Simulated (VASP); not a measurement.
# Y in VASP: single point with PBE

Aim: the single point of Y with PBE.

Everything below comes from runs of VASP 6.6.1. Logs are shortened: lines on timing, memory, paths and dates and some standing lists are left out, and cuts for length are marked.

## (1) The cell of the first run

The cell holds a sheet with vacuum, 1 atom: a = 3.402 Å, b = 3.402 Å, c = 23.800 Å, α = 90.00°, β = 90.00°, γ = 119.93°.

## (2) Single point, PBE

Input file INCAR:

```
SYSTEM = Y
PREC = Accurate ; ENCUT = 520
EDIFF = 1E-6 ; ISMEAR = 0
SIGMA = 0.1 ; LREAL = .FALSE.
LASPH = .TRUE. ; NELM = 100
ALGO = Normal ; ISIF = 2
LWAVE = .FALSE. ; LCHARG = .TRUE.
LDIPOL = .TRUE. ; IDIPOL = 3
DIPOL = 0.5 0.5 0.294 ; GGA = PE
LELF = .TRUE. ; LVHAR = .TRUE.
LVACPOTAV = .TRUE. ; NBANDS = 12
```

Input file KPOINTS:

```
Automatic mesh
0
G
  18 18 1
  0 0 0
```

Input file POSCAR:

```
Y
1.0
    3.2883685537     -0.8713566915      0.0000000000
   -0.8855669909      3.2845701900      0.0000000000
    0.0000000000      0.0000000000     23.8000000000
Y
1
Direct
    0.5000000000      0.5000000000      0.2941176471
```

Potentials or basis: VASP PAW PBE potentials, release 64 (Y_sv).

Command:

```bash
$ cat potpaw_PBE.64/Y_sv/POTCAR > POTCAR
$ mpirun -np 1 vasp_std > vasp.out
```

OUTCAR:

```text
SYSTEM = Y
   PREC = Accurate
   ENCUT = 520
   EDIFF = 1E-6
   ISMEAR = 0
   LREAL = .FALSE.
   LASPH = .TRUE.
   NELM = 100
   ISIF = 2
   GGA = PE

 ion  position               nearest neighbor table
   1  0.500  0.500  0.294-

  LATTYP: Found a base centered orthorhombic cell.
 ALAT       =     3.4054448666
 B/A-ratio  =     1.7296171877
 C/A-ratio  =     6.9888079039

  Lattice vectors:

 A1 = (   3.2883685537,  -0.8713566915,   0.0000000000)
 A2 = (  -0.8855669909,   3.2845701900,   0.0000000000)
 A3 = (   0.0000000000,   0.0000000000,  23.8000000000)

Analysis of symmetry for initial positions (statically):
=====================================================================
 Subroutine PRICEL returns:
 Original cell was already a primitive cell.

 Routine SETGRP: Setting up the symmetry group for a
 base centered orthorhombic supercell.

 Subroutine GETGRP returns: Found  8 space group operations
 (whereof  4 operations were pure point group operations)
 out of a pool of  8 trial point group operations.

The static configuration has the point symmetry C_2v.
 The point group associated with its full space group is D_2h.

Analysis of symmetry for dynamics (positions and initial velocities):
=====================================================================
 Subroutine PRICEL returns:
 Original cell was already a primitive cell.

 Routine SETGRP: Setting up the symmetry group for a
 base centered orthorhombic supercell.

 Subroutine GETGRP returns: Found  8 space group operations
 (whereof  4 operations were pure point group operations)
 out of a pool of  8 trial point group operations.

The dynamic configuration has the point symmetry C_2v.
 The point group associated with its full space group is D_2h.

 Subroutine INISYM returns: Found  8 space group operations
 (whereof  4 operations are pure point group operations),
 and found     1 'primitive' translations

----------------------------------------------------------------------------------------

                                     Primitive cell

  volume of cell :     238.6957

  direct lattice vectors                    reciprocal lattice vectors
     3.288368554 -0.871356691  0.000000000     0.327499652  0.088298579  0.000000000
    -0.885566991  3.284570190  0.000000000     0.086881691  0.327878382  0.000000000
     0.000000000  0.000000000 23.800000000     0.000000000  0.000000000  0.042016807

  length of vectors
     3.401856880  3.401856879 23.800000000     0.339194135  0.339194135  0.042016807

  position of ions in fractional coordinates (direct lattice)
     0.500000000  0.500000000  0.294117647

  ion indices of the primitive-cell ions
   primitive index   ion index
                 1           1

----------------------------------------------------------------------------------------

 KPOINTS: Automatic mesh

Automatic generation of k-mesh.
 Grid dimensions read from file:
 generate k-points for:   18   18    1

 Generating k-lattice:

  Cartesian coordinates                     Fractional coordinates (reciprocal lattice)
     0.018194425  0.004905477  0.000000000     0.055555556  0.000000000  0.000000000
     0.004826761  0.018215466  0.000000000     0.000000000  0.055555556  0.000000000
     0.000000000  0.000000000  0.042016807     0.000000000  0.000000000  1.000000000

  Length of vectors
     0.018844119  0.018844119  0.042016807

  Shift w.r.t. Gamma in fractional coordinates (k-lattice)
     0.000000000  0.000000000  0.000000000

 Subroutine IBZKPT returns following result:
 ===========================================

 Found     91 irreducible k-points:

 Following reciprocal coordinates:
            Coordinates               Weight
  0.000000  0.000000  0.000000      1.000000
  0.055556  0.000000  0.000000      4.000000
  0.111111  0.000000  0.000000      4.000000
  0.166667 -0.000000  0.000000      4.000000
  0.222222  0.000000  0.000000      4.000000
  0.277778 -0.000000  0.000000      4.000000
[... 16 lines left out ...]
 -0.277778  0.055556  0.000000      4.000000
 -0.222222  0.055556  0.000000      4.000000
 [... further k-points ...]
   k-points           NKPTS =     91   k-points in BZ     NKDIM =     91   number of bands    NBANDS=     12
   number of dos      NEDOS =    301   number of ions     NIONS =      1
   total plane-waves  NPLWV = 141120
   dimension x,y,z NGX =    28 NGY =   28 NGZ =  180
   dimension x,y,z NGXF=    56 NGYF=   56 NGZF=  360
   ions per type =               1
   NGX,Y,Z   is equivalent  to a cutoff of  13.68, 13.68, 12.57 a.u.
   NGXF,Y,Z  is equivalent  to a cutoff of  27.37, 27.37, 25.15 a.u.
 SYSTEM =  Y
   PREC   = accura    normal or accurate (medium, high low for compatibility)
   ISTART =      0    job   : 0-new  1-cont  2-samecut
   ICHARG =      2    charge: 1-file 2-atom 10-const
   ISPIN  =      1    spin polarized calculation?
   LNONCOLLINEAR =      F non collinear calculations
   LSORBIT =      F    spin-orbit coupling
   LASPH  =      T    aspherical Exc in radial PAW
   ENCUT  =  520.0 eV  38.22 Ry    6.18 a.u.   6.33  6.33 44.25*2*pi/ulx,y,z
   NELM   =    100;   NELMIN=  2; NELMDL= -5     # of ELM steps
   EDIFF  = 0.1E-05   stopping-criterion for ELM
   LREAL  =      F    real-space projection
   EDIFFG = 0.1E-04   stopping-criterion for IOM
   NSW    =      0    number of steps for IOM
   IBRION =     -1    ionic relax: 0-MD 1-quasi-New 2-CG
   NFREE  =      0    steps in history (QN), initial steepest desc. (CG)
   ISIF   =      2    stress and relaxation
   ISYM   =      2    0-nonsym 1-usesym 2-fastsym
   POTIM  = 0.5000    time-step for ionic-motion
   TEBEG  =    0.0;   TEEND  =   0.0 temperature during run
   PSTRESS=    0.0 pullay stress
   NELECT =      11.0000    total number of electrons
   NUPDOWN=      -1.0000    fix difference up-down
   EMIN   =  10.00;   EMAX   =-10.00  energy-range for DOS
   EFERMI =   0.00;   METHOD = LEGACY
   ISMEAR =     0;   SIGMA  =   0.10  broadening in eV -4-tet -1-fermi 0-gaus
   EFERMI_NEDOS =   21; number of points for ismear=-14 and -15
   IALGO  =     38    algorithm
   IMIX   =      4    mixing-type and parameters
     AMIX     =   0.40;   BMIX     =  1.00
     AMIX_MAG =   1.60;   BMIX_MAG =  1.00
  volume/ion in A,a.u.               =     238.70      1610.80
  Fermi-wavevector in a.u.,A,eV,Ry     =   0.586936  1.109148  4.687126  0.344494
  Thomas-Fermi vector in A             =   1.633614
   LORBIT       =      0    0 simple, 1 ext, 2 COOP (PROOUT), +10 PAW based schemes
   GGA     = PE    functional components
   LHFCALC =     F    Hartree Fock is set to
   AEXX    =    0.0000 exact exchange contribution
   IVDW    =     0    specifies the selected vdW correction
   LEPSILON=     F    determine dielectric tensor
   LRPA    =     F    only Hartree local field effects (RPA)
 non-spin polarized calculation
 Gauss-broadening in eV      SIGMA  =   0.10
  energy-cutoff  :      520.00
  volume of cell :      238.70
 maximum number of plane-waves:      6469
 NGX is ok and might be reduce to    28
   NGX = 13   NGY = 13   NGZ = 89

 dipolmoment           0.000000      0.000000     -0.000000 electrons x Angstroem

 number of electron      11.0000001 magnetization

 dipolmoment           0.000000      0.000000      0.000000 electrons x Angstroem

 Free energy of the ion-electron system (eV)
  ---------------------------------------------------
  ext. energy  EPLUGINS =         0.00000000
  ---------------------------------------------------
  free energy    TOTEN  =        -4.87101067 eV

  energy without entropy =       -4.84286859  energy(sigma->0) =       -4.85693963

 E-fermi :  -2.3591     XC(G=0):  -1.9927

 val. band max:       -2.3592648984   @ k =  -0.4444   0.2222   0.0000
 cond. band min:      -2.3569103153   @ k =   0.2222   0.2222   0.0000
 fundamental gap:      0.0023545831
 Fermi energy:        -2.3591494652

 k-point     1 :       0.0000    0.0000    0.0000
  band No.  band energies     occupation
      1     -45.5427      2.00000
      2     -25.6381      2.00000
      3     -25.1257      2.00000
      4     -25.1242      2.00000
      5      -6.0229      2.00000
      6      -2.2296      0.06684
      7      -2.1647      0.00596
      8      -0.5961      0.00000
      9      -0.5749      0.00000
     10       0.7868      0.00000
     11       0.9663      0.00000
     12       1.3074      0.00000

 k-point     2 :       0.0556    0.0000    0.0000
  band No.  band energies     occupation
      1     -45.5403      2.00000
      2     -25.6350      2.00000
      3     -25.1470      2.00000
      4     -25.1294      2.00000
      5      -5.9382      2.00000
      6      -2.2287      0.06514
      7      -2.1174      0.00063
      8      -0.6925      0.00000
      9      -0.5052      0.00000
     10       0.8378      0.00000
     11       0.9612      0.00000
     12       1.3584      0.00000

 k-point     3 :       0.1111    0.0000    0.0000
  band No.  band energies     occupation
      1     -45.5335      2.00000
      2     -25.6262      2.00000
      3     -25.2090      2.00000
      4     -25.1433      2.00000
      5      -5.6917      2.00000
      6      -2.2323      0.07290
      7      -1.9804      0.00000
      8      -0.9521      0.00000
      9      -0.2838      0.00000
     10       0.9231      0.00000
     11       0.9902      0.00000
     12       1.5115      0.00000
[... 286 lines left out ...]
 k-point    23 :      -0.2778    0.0556    0.0000
  band No.  band energies     occupation
      1     -45.5017      2.00000
      2     -25.5853      2.00000
      3     -25.4790      2.00000
      4     -25.2124      2.00000
      5      -4.5219      2.00000
      6      -2.3483      0.87814
      7      -1.8720      0.00000
      8      -1.1423      0.00000
      9       0.9381      0.00000
     10       0.9750      0.00000
     11       1.1376      0.00000
     12       1.8411      0.00000

 k-point    24 :      -0.2222    0.0556    0.0000
  band No.  band energies     occupation
      1     -45.5152      2.00000
      2     -25.6026      2.00000
      3     -25.3660      2.00000
      4     -25.1838      2.00000
      5      -5.0183      2.00000
      6      -2.2804      0.26561
      7      -1.6994      0.00000
      8      -1.3857      0.00000
      9       0.3814      0.00000
     10       0.9057      0.00000
     11       1.2611      0.00000
     12       1.4440      0.00000

 [... further k-points ...]

------------------------ aborting loop because EDIFF is reached ----------------------------------------

 vacuum level on the upper side and lower side of the slab       (xc-potential included)        -0.146        -0.145

  FORCE on cell =-STRESS in cart. coord.  units (eV):
  Direction    XX          YY          ZZ          XY          YZ          ZX
  --------------------------------------------------------------------------------------
  -------------------------------------------------------------------------------------
  Total       -0.0190653     -0.0190945     -0.0014675     -0.0033826      0.0000000      0.0000000
  in kB       -0.1279703     -0.1281666     -0.0098505     -0.0227050      0.0000000      0.0000000
  external PRESSURE =      -0.0886625 kB  Pullay stress =       0.0000000 kB

 VOLUME and BASIS-vectors are now :
 -----------------------------------------------------------------------------
  energy-cutoff  :      520.00
  volume of cell :      238.70
      direct lattice vectors                 reciprocal lattice vectors
     3.288368554 -0.871356691  0.000000000     0.327499652  0.088298579  0.000000000
    -0.885566991  3.284570190  0.000000000     0.086881691  0.327878382  0.000000000
     0.000000000  0.000000000 23.800000000     0.000000000  0.000000000  0.042016807

 POSITION                                       TOTAL-FORCE (eV/Angst)
 -----------------------------------------------------------------------------------
      1.20140      1.20661      7.00000         0.000000      0.000000      0.000000
 -----------------------------------------------------------------------------------
    total drift:                               -0.000000     -0.000000      0.000003

  FREE ENERGIE OF THE ION-ELECTRON SYSTEM (eV)
  ---------------------------------------------------
  free  energy   TOTEN  =        -4.8710106660 eV

  energy  without entropy=       -4.8428685869  energy(sigma->0) =       -4.85693963

 vacuum level on the upper side and lower side of the slab         0.996         0.996
```

It took 4.5 min on 1 thread of Intel Xeon Platinum 8488C (Sapphire Rapids), shared host; peak memory 0.56 GiB.

What came out:

```yaml
Free_energy: -4.8710 eV
Work_function_of_the_upper_face: 3.36 eV
Work_function_of_the_lower_face: 3.36 eV
```
